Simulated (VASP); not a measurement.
# BeTe (F-43m) in VASP: a series of runs

The runs below take BeTe through elastic constants, with LDA.

Program: VASP 6.6.1. These are calculated values, not measurements. Logs are shortened: lines on timing, memory, paths and dates and some standing lists are left out, and cuts for length are marked.

## Step 1: The cell of the first run

Symmetry: F-43m, No. 216, cubic system. Conventional cell: a = 5.527 Å, b = 5.527 Å, c = 5.527 Å, α = 90.00°, β = 90.00°, γ = 90.00°. Be (site symmetry -43m) has 4 Te at 2.39 Å within 3.2 Å. Te (site symmetry -43m) has 4 Be at 2.39 Å within 3.2 Å.

## Step 2: Elastic constants, LDA

Contents of INCAR:

```
SYSTEM = BeTe
PREC     = Accurate       ! precision mode
ENCUT    = 600            ! plane-wave cutoff, eV
EDIFF    = 1E-8           ! SCF threshold, eV
ISMEAR   = 0              ! smearing method
SIGMA    = 0.01           ! smearing width, eV
LREAL    = .FALSE.        ! projectors in reciprocal space
LASPH    = .TRUE.         ! aspherical terms in the spheres
NELM     = 60             ! most SCF steps
ALGO     = Normal         ! electronic algorithm
ISIF     = 3              ! what is computed and relaxed
LWAVE    = .FALSE.        ! write WAVECAR
LCHARG   = .TRUE.         ! write CHGCAR
GGA      = CA             ! functional
IBRION   = 6              ! ionic algorithm
NFREE    = 2            
POTIM    = 0.015          ! step
NSW      = 1              ! ionic steps
```

Contents of KPOINTS:

```
Automatic mesh
0
G
  8 8 8
  0 0 0
```

Contents of POSCAR:

```
BeTe
1.0
    0.0000000000      2.7633605175      2.7633605175
    2.7633605175      0.0000000000      2.7633605175
    2.7633605175      2.7633605175      0.0000000000
Be Te
1 1
Direct
    0.0000000000      0.0000000000      0.0000000000
    0.7500000000      0.7500000000      0.7500000000
```

Potentials or basis: VASP PAW LDA potentials, release 64 (Be, Te).

On the command line:

```
cat potpaw_LDA.64/Be/POTCAR potpaw_LDA.64/Te/POTCAR > POTCAR
mpirun -np 1 vasp_std > vasp.out
```

OUTCAR:

```text
SYSTEM = BeTe
   PREC = Accurate
   ENCUT = 600
   EDIFF = 1E-8
   ISMEAR = 0
   LREAL = .FALSE.
   LASPH = .TRUE.
   NELM = 60
   ISIF = 3
   GGA = CA
   IBRION = 6
   NFREE = 2
   POTIM = 0.015
   NSW = 1

 ion  position               nearest neighbor table
   1  0.000  0.000  0.000-   2 2.39   2 2.39   2 2.39   2 2.39
   2  0.750  0.750  0.750-   1 2.39   1 2.39   1 2.39   1 2.39

  LATTYP: Found a face centered cubic cell.
 ALAT       =     5.5267210350

  Lattice vectors:

 A1 = (   0.0000000000,   2.7633605175,   2.7633605175)
 A2 = (   2.7633605175,   0.0000000000,   2.7633605175)
 A3 = (   2.7633605175,   2.7633605175,   0.0000000000)

Analysis of symmetry for initial positions (statically):
=====================================================================
 Subroutine PRICEL returns:
 Original cell was already a primitive cell.

 Routine SETGRP: Setting up the symmetry group for a
 face centered cubic supercell.

 Subroutine GETGRP returns: Found 24 space group operations
 (whereof 24 operations were pure point group operations)
 out of a pool of 48 trial point group operations.

The static configuration has the point symmetry T_d .

Analysis of symmetry for dynamics (positions and initial velocities):
=====================================================================
 Subroutine PRICEL returns:
 Original cell was already a primitive cell.

 Routine SETGRP: Setting up the symmetry group for a
 face centered cubic supercell.

 Subroutine GETGRP returns: Found 24 space group operations
 (whereof 24 operations were pure point group operations)
 out of a pool of 48 trial point group operations.

The dynamic configuration has the point symmetry T_d .

 Subroutine INISYM returns: Found 24 space group operations
 (whereof 24 operations are pure point group operations),
 and found     1 'primitive' translations

----------------------------------------------------------------------------------------

                                     Primitive cell

  volume of cell :      42.2029

  direct lattice vectors                    reciprocal lattice vectors
     0.000000000  2.763360517  2.763360517    -0.180939113  0.180939113  0.180939113
     2.763360517  0.000000000  2.763360517     0.180939113 -0.180939113  0.180939113
     2.763360517  2.763360517  0.000000000     0.180939113  0.180939113 -0.180939113

  length of vectors
     3.907981922  3.907981922  3.907981922     0.313395736  0.313395736  0.313395736

  position of ions in fractional coordinates (direct lattice)
     0.000000000  0.000000000  0.000000000
     0.750000000  0.750000000  0.750000000

  ion indices of the primitive-cell ions
   primitive index   ion index
                 1           1
                 2           2

----------------------------------------------------------------------------------------

 KPOINTS: Automatic mesh

Automatic generation of k-mesh.
 Grid dimensions read from file:
 generate k-points for:    8    8    8

 Generating k-lattice:

[... 107 lines left out ...]
  ---------------------------------------------------
  free energy    TOTEN  =        -8.72345590 eV

  energy without entropy =       -8.72345590  energy(sigma->0) =       -8.72345590

------------------------ aborting loop because EDIFF is reached ----------------------------------------

  FORCE on cell =-STRESS in cart. coord.  units (eV):
  Direction    XX          YY          ZZ          XY          YZ          ZX
  --------------------------------------------------------------------------------------
  -------------------------------------------------------------------------------------
  Total        0.3365973      0.3365973      0.3365973      0.0000000     -0.0000000      0.0000000
  in kB       12.7784605     12.7784605     12.7784605      0.0000000     -0.0000000      0.0000000
  external PRESSURE =      12.7784605 kB  Pullay stress =       0.0000000 kB
[... 89 lines left out ...]
  FREE ENERGIE OF THE ION-ELECTRON SYSTEM (eV)
  ---------------------------------------------------
  free  energy   TOTEN  =        -8.7150713043 eV

  energy  without entropy=       -8.7150713043  energy(sigma->0) =       -8.71507130

[... ionic steps 4 to 14 ...]

--------------------------------------- Ionic step       15  -------------------------------------------

 number of electron       8.0000000 magnetization

------------------------ aborting loop because EDIFF is reached ----------------------------------------
[... 67 lines left out ...]
--------------------------------------- Ionic step       17  -------------------------------------------

 number of electron       8.0000000 magnetization

 Free energy of the ion-electron system (eV)
  ---------------------------------------------------
  ext. energy  EPLUGINS =         0.00000000
  ---------------------------------------------------
  free energy    TOTEN  =        -8.72260669 eV

  energy without entropy =       -8.72260669  energy(sigma->0) =       -8.72260669

 E-fermi :   5.7391     XC(G=0):  -9.4902

 val. band max:        5.6448336178   @ k =   0.0000   0.0000   0.0000
 cond. band min:       7.3286526862   @ k =   0.0000   0.5000   0.5000
 fundamental gap:      1.6838190685
 Fermi energy:         5.7391114525

 k-point     1 :       0.0000    0.0000    0.0000
  band No.  band energies     occupation
      1      -7.1057      2.00000
      2       5.5478      2.00000
      3       5.5973      2.00000
      4       5.6448      2.00000
      5       9.1003      0.00000
      6       9.1313      0.00000
      7       9.1648      0.00000
      8       9.7427      0.00000
[... 243 lines left out ...]
 k-point    24 :      -0.3750    0.2500    0.1250
  band No.  band energies     occupation
      1      -5.3651      2.00000
      2       0.1653      2.00000
      3       2.5053      2.00000
      4       3.5015      2.00000
      5       9.6860      0.00000
      6      10.0222      0.00000
      7      12.4019      0.00000
      8      13.4492      0.00000

 [... further k-points ...]

------------------------ aborting loop because EDIFF is reached ----------------------------------------

  FORCE on cell =-STRESS in cart. coord.  units (eV):
  Direction    XX          YY          ZZ          XY          YZ          ZX
  --------------------------------------------------------------------------------------
  -------------------------------------------------------------------------------------
  Total        0.3372641      0.3390549      0.3390549      0.0000000     -0.0867561      0.0000000
  in kB       12.8037751     12.8717602     12.8717602      0.0000000     -3.2935771      0.0000000
  external PRESSURE =      12.8490985 kB  Pullay stress =       0.0000000 kB
[... 17 lines left out ...]
  FREE ENERGIE OF THE ION-ELECTRON SYSTEM (eV)
  ---------------------------------------------------
  free  energy   TOTEN  =        -8.7226066919 eV

  energy  without entropy=       -8.7226066919  energy(sigma->0) =       -8.72260669

 INTERNAL STRAIN TENSORS FROM STRAINED CELLS
 ============================================

 INTERNAL STRAIN TENSOR FOR ION    1 for displacements in x,y,z  (eV/Angst):
          X           Y           Z          XY          YZ          ZX
  --------------------------------------------------------------------------------
  x    -0.00000     0.00000    -0.00000     0.00000    -5.78098     0.00000
  y    -0.00000     0.00000    -0.00000     0.00000    -0.00000    -5.78097
  z    -0.00000    -0.00000     0.00000    -5.78048    -0.00000     0.00000

 INTERNAL STRAIN TENSORS FROM DISPLACED ATOMS
 ============================================

 INTERNAL STRAIN TENSOR FOR ION    1 for displacements in x,y,z  (eV/Angst):
          X           Y           Z          XY          YZ          ZX
  --------------------------------------------------------------------------------
  x     0.00000    -0.00000    -0.00000     0.00000    -5.78322     0.00000
  y    -0.00000     0.00000    -0.00000     0.00000     0.00000    -5.78322
  z    -0.00000    -0.00000     0.00000    -5.78322     0.00000     0.00000

 INTERNAL STRAIN TENSOR FOR ION    2 for displacements in x,y,z  (eV/Angst):
          X           Y           Z          XY          YZ          ZX
  --------------------------------------------------------------------------------
  x    -0.00000     0.00000     0.00000     0.00000     5.77466     0.00000
  y     0.00000    -0.00000     0.00000     0.00000     0.00000     5.77466
  z     0.00000     0.00000    -0.00000     5.77466     0.00000     0.00000

 Eigenvectors and eigenvalues of the dynamical matrix
 ----------------------------------------------------

   1 f  =   14.800216 THz    92.992501 2PiTHz  493.682072 cm-1    61.208748 meV
             X         Y         Z           dx          dy          dz
      0.000000  0.000000  0.000000     0.966446    0.000000    0.000000
      4.145041  4.145041  4.145041    -0.256870    0.000000    0.000000
[... 21 lines left out ...]
   6 f/i=    0.000225 THz     0.001417 2PiTHz    0.007520 cm-1     0.000932 meV
             X         Y         Z           dx          dy          dz
      0.000000  0.000000  0.000000    -0.209471    0.124676    0.080993
      4.145041  4.145041  4.145041    -0.788113    0.469081    0.304727

--------------------------------------------------------------------------------------------------------

 ELASTIC MODULI CONTR FROM IONIC RELAXATION (kBar)
 Direction    XX          YY          ZZ          XY          YZ          ZX
 --------------------------------------------------------------------------------
 XX          -0.0000      0.0000      0.0000     -0.0000      0.0000     -0.0000
 YY           0.0000     -0.0000     -0.0000     -0.0000     -0.0000      0.0000
 ZZ           0.0000     -0.0000     -0.0000      0.0000     -0.0000     -0.0000
 XY          -0.0000     -0.0000      0.0000   -168.0267      0.0000      0.0000
 YZ           0.0000     -0.0000     -0.0000      0.0000   -168.0267      0.0000
 ZX          -0.0000      0.0000     -0.0000      0.0000      0.0000   -168.0267
 --------------------------------------------------------------------------------

 TOTAL ELASTIC MODULI (kBar)
 Direction    XX          YY          ZZ          XY          YZ          ZX
 --------------------------------------------------------------------------------
 XX        1097.8739    464.4942    464.4942      0.0000      0.0000     -0.0000
 YY         464.4942   1097.8739    464.4942      0.0000      0.0000     -0.0000
 ZZ         464.4942    464.4942   1097.8739     -0.0000     -0.0000     -0.0000
 XY           0.0000      0.0000     -0.0000    546.6089      0.0000      0.0000
 YZ           0.0000      0.0000     -0.0000      0.0000    546.6089      0.0000
 ZX          -0.0000     -0.0000     -0.0000      0.0000      0.0000    546.6089
 --------------------------------------------------------------------------------
```

Wall time 2.8 min (1 thread of Intel Xeon Platinum 8488C (Sapphire Rapids), shared host); peak memory 0.25 GiB.

What came out:

* Elastic constants C11, C12, C44: 110, 46, 55 GPa
* Voigt bulk modulus: 68 GPa
* Highest phonon frequency at Γ, LO-TO splitting left out: 494 cm⁻¹

Phonon frequencies in cm⁻¹ (negative: imaginary):
```tsv
q point	frequencies
(0.000, 0.000, 0.000)	0 0 0 494 494 494
```

Elastic tensor in Voigt notation (GPa, in the Cartesian axes of the cell as first typed):
```
110  46  46   0   0   0
 46 110  46   0   0   0
 46  46 110   0   0   0
  0   0   0  55   0   0
  0   0   0   0  55   0
  0   0   0   0   0  55
```

Clamped-ion elastic tensor (GPa):
```
110  46  46   0   0   0
 46 110  46   0   0   0
 46  46 110   0   0   0
  0   0   0  71   0   0
  0   0   0   0  71   0
  0   0   0   0   0  71
```

Caveat: the cell is under stress, which shifts elastic constants; spin-orbit coupling is left out, which moves the levels of the heavy elements.

## Step 3: Elastic constants, LDA

This run uses another cell than the first one, of 21.42 Å³/atom.

Contents of INCAR:

```
PREC = Accurate
ENCUT = 600
EDIFF = 1E-8
ISMEAR = 0
SIGMA = 0.01
LREAL = F
LASPH = T
NELM = 100
ALGO = Normal
ISIF = 3
LWAVE = F
LCHARG = F
IBRION = 6
NFREE = 2
POTIM = 0.015
NSW = 1
```

Contents of KPOINTS:

```
regular mesh
0
Gamma
  8 8 8
```

Contents of POSCAR:

```
BeTe
1.0
    0.0000000000      2.7772235934      2.7772235934
    2.7772235934      0.0000000000      2.7772235934
    2.7772235934      2.7772235934      0.0000000000
Be Te
1 1
Direct
    0.0000000000      0.0000000000      0.0000000000
    0.7500000000      0.7500000000      0.7500000000
```

Potentials or basis: VASP PAW LDA potentials, release 64 (Be, Te).

On the command line:

```
cat potpaw_LDA.64/Be/POTCAR potpaw_LDA.64/Te/POTCAR > POTCAR
mpirun -np 1 vasp_std > vasp.out
```

OUTCAR:

```text
PREC = Accurate
   ENCUT = 600
   EDIFF = 1E-8
   ISMEAR = 0
   LREAL = F
   LASPH = T
   NELM = 100
   ISIF = 3
   IBRION = 6
   NFREE = 2
   POTIM = 0.015
   NSW = 1

 ion  position               nearest neighbor table
   1  0.000  0.000  0.000-   2 2.41   2 2.41   2 2.41   2 2.41
   2  0.750  0.750  0.750-   1 2.41   1 2.41   1 2.41   1 2.41

  LATTYP: Found a face centered cubic cell.
 ALAT       =     5.5544471868

  Lattice vectors:

 A1 = (   0.0000000000,   2.7772235934,   2.7772235934)
 A2 = (   2.7772235934,   0.0000000000,   2.7772235934)
 A3 = (   2.7772235934,   2.7772235934,   0.0000000000)

Analysis of symmetry for initial positions (statically):
=====================================================================
 Subroutine PRICEL returns:
 Original cell was already a primitive cell.

[... 683 lines left out ...]
  x     0.00000     0.00000     0.00000     0.00000    -5.34106     0.00000
  y     0.00000     0.00000     0.00000     0.00000     0.00000    -5.34106
  z     0.00000     0.00000     0.00000    -5.34106     0.00000     0.00000

 INTERNAL STRAIN TENSOR FOR ION    2 for displacements in x,y,z  (eV/Angst):
          X           Y           Z          XY          YZ          ZX
  --------------------------------------------------------------------------------
  x     0.00000    -0.00000    -0.00000     0.00000     5.33236     0.00000
  y    -0.00000     0.00000    -0.00000     0.00000     0.00000     5.33236
  z    -0.00000    -0.00000     0.00000     5.33236     0.00000     0.00000

 Eigenvectors and eigenvalues of the dynamical matrix
 ----------------------------------------------------

   1 f  =   14.503432 THz    91.127749 2PiTHz  483.782409 cm-1    59.981347 meV
             X         Y         Z           dx          dy          dz
      0.000000  0.000000  0.000000     0.000000    0.966445    0.000000
      4.165835  4.165835  4.165835     0.000000   -0.256874    0.000000
[... 21 lines left out ...]
   6 f/i=    0.000276 THz     0.001737 2PiTHz    0.009220 cm-1     0.001143 meV
             X         Y         Z           dx          dy          dz
      0.000000  0.000000  0.000000     0.000000   -0.256874    0.000000
      4.165835  4.165835  4.165835     0.000000   -0.966445    0.000000

--------------------------------------------------------------------------------------------------------

 ELASTIC MODULI CONTR FROM IONIC RELAXATION (kBar)
 Direction    XX          YY          ZZ          XY          YZ          ZX
 --------------------------------------------------------------------------------
 XX          -0.0000     -0.0000     -0.0000      0.0000      0.0000      0.0000
 YY          -0.0000     -0.0000     -0.0000      0.0000      0.0000      0.0000
 ZZ          -0.0000     -0.0000     -0.0000      0.0000      0.0000      0.0000
 XY           0.0000      0.0000      0.0000   -146.9934     -0.0000      0.0000
 YZ           0.0000      0.0000      0.0000     -0.0000   -146.9934     -0.0000
 ZX           0.0000      0.0000      0.0000      0.0000      0.0000   -146.9934
 --------------------------------------------------------------------------------

 TOTAL ELASTIC MODULI (kBar)
 Direction    XX          YY          ZZ          XY          YZ          ZX
 --------------------------------------------------------------------------------
 XX        1064.2151    436.9860    436.9860      0.0000     -0.0000      0.0000
 YY         436.9860   1064.2151    436.9860      0.0000      0.0000      0.0000
 ZZ         436.9860    436.9860   1064.2151     -0.0000      0.0000     -0.0000
 XY           0.0000      0.0000     -0.0000    533.6158     -0.0000      0.0000
 YZ          -0.0000      0.0000      0.0000     -0.0000    533.6158     -0.0000
 ZX           0.0000      0.0000     -0.0000      0.0000      0.0000    533.6158
 --------------------------------------------------------------------------------
```

OSZICAR:

```text
N       E                     dE             d eps       ncg     rms          rms(c)
DAV:   1     0.217433836740E+02    0.21743E+02   -0.37364E+03   464   0.921E+02
DAV:   2    -0.811206589863E+01   -0.29855E+02   -0.29238E+02   632   0.958E+01
[... 178 lines left out ...]
DAV:   1    -0.872518570537E+01    0.54631E-03   -0.33385E-01  1520   0.336E+00    0.147E-01
DAV:   2    -0.872577743444E+01   -0.59173E-03   -0.71699E-03  2016   0.694E-01    0.671E-02
DAV:   3    -0.872573474226E+01    0.42692E-04   -0.88465E-05  2096   0.694E-02    0.210E-02
DAV:   4    -0.872573219393E+01    0.25483E-05   -0.90214E-06  2040   0.218E-02    0.364E-03
DAV:   5    -0.872573201546E+01    0.17847E-06   -0.15186E-06  1800   0.865E-03    0.302E-03
DAV:   6    -0.872573201908E+01   -0.36222E-08   -0.73614E-08  1960   0.227E-03
  17 F= -.87257320E+01 E0= -.87257320E+01  d E =-.418169E-37
```

Wall time 3.2 min (1 thread of Intel Xeon Platinum 8488C (Sapphire Rapids), shared host); peak memory 0.25 GiB.

What came out:

```
Elastic constants C11, C12, C44                         : 106, 44, 53 GPa
Voigt bulk modulus                                      : 65 GPa
Highest phonon frequency at Γ, LO-TO splitting left out : 484 cm⁻¹
```

Phonon frequencies in cm⁻¹ (negative: imaginary):
```csv
q point,frequencies
"(0.000, 0.000, 0.000)",0 0 0 484 484 484
```

Elastic tensor in Voigt notation (GPa, in the Cartesian axes of the cell as first typed):
```
106  44  44   0   0   0
 44 106  44   0   0   0
 44  44 106   0   0   0
  0   0   0  53   0   0
  0   0   0   0  53   0
  0   0   0   0   0  53
```

Clamped-ion elastic tensor (GPa):
```
106  44  44   0   0   0
 44 106  44   0   0   0
 44  44 106   0   0   0
  0   0   0  68   0   0
  0   0   0   0  68   0
  0   0   0   0   0  68
```

Caveat: spin-orbit coupling is left out, which moves the levels of the heavy elements.
